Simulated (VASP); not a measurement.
# VN: relaxation of the atoms with PBE

The system is VN.

```
CELL_PARAMETERS angstrom
0.00000 2.02187 2.02187
2.02187 0.00000 2.02187
2.02187 2.02187 0.00000
ATOMIC_POSITIONS crystal
V 0.00000 0.00000 0.00000
N 0.50000 0.50000 0.50000
```

```json
{
  "Program": "VASP 6.6.1",
  "Task": "relaxation of the atoms",
  "Functional": "PBE",
  "Potentials or basis": "VASP PAW PBE potentials, release 64 (V_sv, N)",
  "Cutoff": "520 eV",
  "k mesh": "19 × 19 × 19",
  "Occupations": "fermi-dirac, width 0.05 eV",
  "Spin": "collinear spin, ferromagnetic start",
  "Starting moments": "[2.0, 0.0] μB",
  "Dipole correction": "no",
  "Further INCAR settings": "ALGO = Normal; EDIFF = 1e-07; IBRION = 2; EDIFFG = -0.02; NSW = 80"
}
```

```yaml
Pressure_after_relaxing: 20.0 GPa
Band_gap_on_the_k_mesh: zero (filled and empty bands overlap)
Net_moment: 0.00 μB per cell
Valence_electrons_inside_the_program's_atomic_spheres: V 11.80; N 3.80
```

Final structure:
```
V N
1.0
     0.00000    2.02187    2.02187
     2.02187    0.00000    2.02187
     2.02187    2.02187    0.00000
V N
1 1
Direct
  0.00000 0.00000 0.00000
  0.50000 0.50000 0.50000
```

Levels at points of the mesh, in eV from the Fermi level:
Spin up:
| k point | band 6 | band 7 | band 8 | band 9 | band 10 | band 11 | band 12 | band 13 |
| --- | --- | --- | --- | --- | --- | --- | --- | --- |
| (0.00, 0.00, 0.00) | -2.36 | -2.36 | -2.36 | -1.68 | -1.68 | -1.68 | -0.51 | -0.51 |
Spin down:
```tsv
k point	band 6	band 7	band 8	band 9	band 10	band 11	band 12	band 13
(0.00, 0.00, 0.00)	-2.36	-2.36	-2.36	-1.68	-1.68	-1.68	-0.51	-0.51
```

It took 26 s on 4 MPI ranks on Intel(R) Xeon(R) Platinum 8375C CPU @ 2.90GHz (Ice Lake), with other jobs on the host, peak memory 0.2 GiB a rank.

Caveat: the relaxation stopped at its first step, so nothing moved. With open d or f shells a metallic result of PBE can be an artefact of self-interaction; +U or a hybrid may open a gap.
